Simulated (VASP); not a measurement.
# TaAs3 (I4_1/amd) in VASP: single point with PBE

Aim: the single point of TaAs3 with PBE.

All numbers are computed with VASP 6.6.1; they aren't measurements. Logs are shortened: lines on timing, memory, paths and dates and some standing lists are left out, and cuts for length are marked.

**1. The cell of the first run**

Symmetry: I4_1/amd, No. 141, tetragonal system. Conventional cell: a = 4.385 Å, b = 4.385 Å, c = 20.205 Å, α = 90.00°, β = 90.00°, γ = 90.00°. Ta (site symmetry -4m2) has 12 As at 3.10 to 3.52 Å within 4.1 Å. Within 2.9 Å of As (site symmetry 2/m) lie 4 As at 2.19 to 2.75 Å. Within 3.6 Å of As (site symmetry -4m2) lie 4 As at 2.75 Å and 4 Ta at 3.10 Å.

The cell was built from a structure type or drawn by symmetry, and may not be a known phase.

**2. Single point, PBE**

Contents of INCAR:

```
SYSTEM = TaAs3
PREC = Accurate
ENCUT = 600
EDIFF = 1E-6
ISMEAR = 0
SIGMA = 0.2
LREAL = .FALSE.
LASPH = .TRUE.
NELM = 120
ALGO = Normal
ISIF = 2
LWAVE = .FALSE.
LCHARG = .TRUE.
GGA = PE
LELF = .TRUE.
LVHAR = .TRUE.
NBANDS = 68
GGA_COMPAT = .FALSE.
```

Contents of KPOINTS:

```
regular mesh
0
G
  4 4 4
  0 0 0
```

Contents of POSCAR:

```
TaAs3
1.0
   -2.1925974471      2.1925974471     10.1026378340
    2.1925974471     -2.1925974471     10.1026378340
    2.1925974471      2.1925974471    -10.1026378340
Ta As
2 6
Direct
    0.7500000000      0.2500000000      0.5000000000
    0.0000000000      0.0000000000      0.0000000000
    0.3750000000      0.6250000000      0.7500000000
    0.8750000000      0.6250000000      0.2500000000
    0.3750000000      0.1250000000      0.7500000000
    0.3750000000      0.6250000000      0.2500000000
    0.5000000000      0.5000000000      0.0000000000
    0.2500000000      0.7500000000      0.5000000000
```

Potentials or basis: VASP PAW PBE potentials, release 64 (Ta_sv_GW, As_d).

Launch:

```bash
> cat potpaw_PBE.64/Ta_sv_GW/POTCAR potpaw_PBE.64/As_d/POTCAR > POTCAR
> mpirun -np 1 vasp_std > vasp.out
```

OUTCAR:

```text
SYSTEM = TaAs3
   PREC = Accurate
   ENCUT = 600
   EDIFF = 1E-6
   ISMEAR = 0
   LREAL = .FALSE.
   LASPH = .TRUE.
   NELM = 120
   ISIF = 2
   GGA = PE

 ion  position               nearest neighbor table
   1  0.750  0.250  0.500-   8 3.10   8 3.10   8 3.10   8 3.10
   2  0.000  0.000  0.000-   7 3.10   7 3.10   7 3.10   7 3.10
   3  0.375  0.625  0.750-   4 2.19   4 2.19   8 2.75   7 2.75
   4  0.875  0.625  0.250-   3 2.19   3 2.19   8 2.75   7 2.75
   5  0.375  0.125  0.750-   6 2.19   6 2.19   8 2.75   7 2.75
   6  0.375  0.625  0.250-   5 2.19   5 2.19   8 2.75   7 2.75
   7  0.500  0.500  0.000-   3 2.75   4 2.75   5 2.75   6 2.75   2 3.10   2 3.10   2 3.10   2 3.10

   8  0.250  0.750  0.500-   3 2.75   4 2.75   5 2.75   6 2.75   1 3.10   1 3.10   1 3.10   1 3.10

  LATTYP: Found a body centered tetragonal cell.
 ALAT       =     4.3851948942
 C/A-ratio  =     4.6076117836

  Lattice vectors:

 A1 = (  -2.1925974471,   2.1925974471,  10.1026378340)
 A2 = (   2.1925974471,  -2.1925974471,  10.1026378340)
 A3 = (   2.1925974471,   2.1925974471, -10.1026378340)

Analysis of symmetry for initial positions (statically):
=====================================================================
 Subroutine PRICEL returns:
 Original cell was already a primitive cell.

 Routine SETGRP: Setting up the symmetry group for a
 body centered tetragonal supercell.

 Subroutine GETGRP returns: Found 16 space group operations
 (whereof  8 operations were pure point group operations)
 out of a pool of 16 trial point group operations.

The static configuration has the point symmetry D_2d.
 The point group associated with its full space group is D_4h.

Analysis of symmetry for dynamics (positions and initial velocities):
=====================================================================
 Subroutine PRICEL returns:
 Original cell was already a primitive cell.

 Routine SETGRP: Setting up the symmetry group for a
 body centered tetragonal supercell.

 Subroutine GETGRP returns: Found 16 space group operations
 (whereof  8 operations were pure point group operations)
 out of a pool of 16 trial point group operations.

The dynamic configuration has the point symmetry D_2d.
 The point group associated with its full space group is D_4h.

 Subroutine INISYM returns: Found 16 space group operations
 (whereof  8 operations are pure point group operations),
 and found     1 'primitive' translations
[... 98 lines left out ...]
   NSW    =      0    number of steps for IOM
   IBRION =     -1    ionic relax: 0-MD 1-quasi-New 2-CG
   NFREE  =      0    steps in history (QN), initial steepest desc. (CG)
   ISIF   =      2    stress and relaxation
   ISYM   =      2    0-nonsym 1-usesym 2-fastsym
   POTIM  = 0.5000    time-step for ionic-motion
   TEBEG  =    0.0;   TEEND  =   0.0 temperature during run
   PSTRESS=    0.0 pullay stress
   NELECT =     116.0000    total number of electrons
   NUPDOWN=      -1.0000    fix difference up-down
   EMIN   =  10.00;   EMAX   =-10.00  energy-range for DOS
   EFERMI =   0.00;   METHOD = LEGACY
   ISMEAR =     0;   SIGMA  =   0.20  broadening in eV -4-tet -1-fermi 0-gaus
   EFERMI_NEDOS =   21; number of points for ismear=-14 and -15
   IALGO  =     38    algorithm
   IMIX   =      4    mixing-type and parameters
     AMIX     =   0.40;   BMIX     =  1.00
     AMIX_MAG =   1.60;   BMIX_MAG =  1.00
  volume/ion in A,a.u.               =      24.28       163.88
  Fermi-wavevector in a.u.,A,eV,Ry     =   1.378552  2.605086 25.856606  1.900407
  Thomas-Fermi vector in A             =   2.503603
   LORBIT       =      0    0 simple, 1 ext, 2 COOP (PROOUT), +10 PAW based schemes
   GGA     = PE    functional components
   LHFCALC =     F    Hartree Fock is set to
   AEXX    =    0.0000 exact exchange contribution
   IVDW    =     0    specifies the selected vdW correction
   LEPSILON=     F    determine dielectric tensor
   LRPA    =     F    only Hartree local field effects (RPA)
 non-spin polarized calculation
 Gauss-broadening in eV      SIGMA  =   0.20
  energy-cutoff  :      600.00
  volume of cell :      194.27
 maximum number of plane-waves:      6524
   NGX = 43   NGY = 43   NGZ = 43

 number of electron     115.9999989 magnetization

 Free energy of the ion-electron system (eV)
  ---------------------------------------------------
  ext. energy  EPLUGINS =         0.00000000
  ---------------------------------------------------
  free energy    TOTEN  =       -45.50433751 eV

  energy without entropy =      -45.33006824  energy(sigma->0) =      -45.41720287

 E-fermi :   4.1504     XC(G=0): -10.3687

 val. band max:        4.1429951693   @ k =   0.5000   0.2500   0.0000
 cond. band min:       4.1647581202   @ k =   0.2500   0.0000  -0.0000
 fundamental gap:      0.0217629509
 Fermi energy:         4.1504044544

 k-point     1 :       0.0000    0.0000    0.0000
  band No.  band energies     occupation
      1     -65.4209      2.00000
      2     -65.4208      2.00000
      3     -32.4615      2.00000
      4     -32.4615      2.00000
      5     -32.2242      2.00000
      6     -32.2186      2.00000
[... 912 lines left out ...]
     67       6.5369      0.00000
     68       6.5369      0.00000

------------------------ aborting loop because EDIFF is reached ----------------------------------------

  FORCE on cell =-STRESS in cart. coord.  units (eV):
  Direction    XX          YY          ZZ          XY          YZ          ZX
  --------------------------------------------------------------------------------------
  -------------------------------------------------------------------------------------
  Total       -0.3845787     -0.3845787      0.3443191      0.0000000      0.0000000      0.0000000
  in kB       -3.1716349     -3.1716349      2.8396123      0.0000000      0.0000000      0.0000000
  external PRESSURE =      -1.1678858 kB  Pullay stress =       0.0000000 kB

 VOLUME and BASIS-vectors are now :
 -----------------------------------------------------------------------------
  energy-cutoff  :      600.00
  volume of cell :      194.27
      direct lattice vectors                 reciprocal lattice vectors
    -2.192597447  2.192597447 10.102637834     0.000000000  0.228040036  0.049492025
     2.192597447 -2.192597447 10.102637834     0.228040036  0.000000000  0.049492025
     2.192597447  2.192597447-10.102637834     0.228040036  0.228040036  0.000000000

 POSITION                                       TOTAL-FORCE (eV/Angst)
 -----------------------------------------------------------------------------------
      0.00000      2.19260      5.05132         0.000000      0.000000     -0.000000
      0.00000      0.00000      0.00000         0.000000     -0.000000      0.000000
      2.19260      1.09630      2.52566         0.000000     -0.000000      0.000000
     -0.00000      1.09630     12.62830         0.000000     -0.000000      0.000000
      1.09630      2.19260     -2.52566         0.000000     -0.000000      0.000000
      1.09630      0.00000      7.57698         0.000000     -0.000000      0.000000
      0.00000      0.00000     10.10264        -0.000000      0.000000     -0.000000
      2.19260      0.00000      5.05132        -0.000000     -0.000000      0.000000
 -----------------------------------------------------------------------------------
    total drift:                                0.000000     -0.000000      0.000000

  FREE ENERGIE OF THE ION-ELECTRON SYSTEM (eV)
  ---------------------------------------------------
  free  energy   TOTEN  =       -45.5043375052 eV

  energy  without entropy=      -45.3300682381  energy(sigma->0) =      -45.41720287
```

stdout:

```text
POSCAR found type information on POSCAR TaAs
 POSCAR found :  2 types and       8 ions
 scaLAPACK will be used
 LDA part: xc-table for (Slater+PW92), standard interpolation
 POSCAR, INCAR and KPOINTS ok, starting setup
 FFT: planning ... GRIDC
 FFT: planning ... GRID_SOFT
 FFT: planning ... GRID
 WAVECAR not read
 entering main loop
```

Wall time 42 min (1 thread of AMD EPYC 7R43 (Zen 3), shared host); peak memory 0.99 GiB.

What came out:

- Free energy: -45.5043 eV
- Pressure: -0.1 GPa
- Band gap on the k mesh: zero (bands 58 and 59 overlap by 0.55 eV)

Caveat: the k points lie up to 0.37 Å⁻¹ apart, too coarse for converged energies and pressures of a metal; spin-orbit coupling is left out, which moves the levels of the heavy elements.
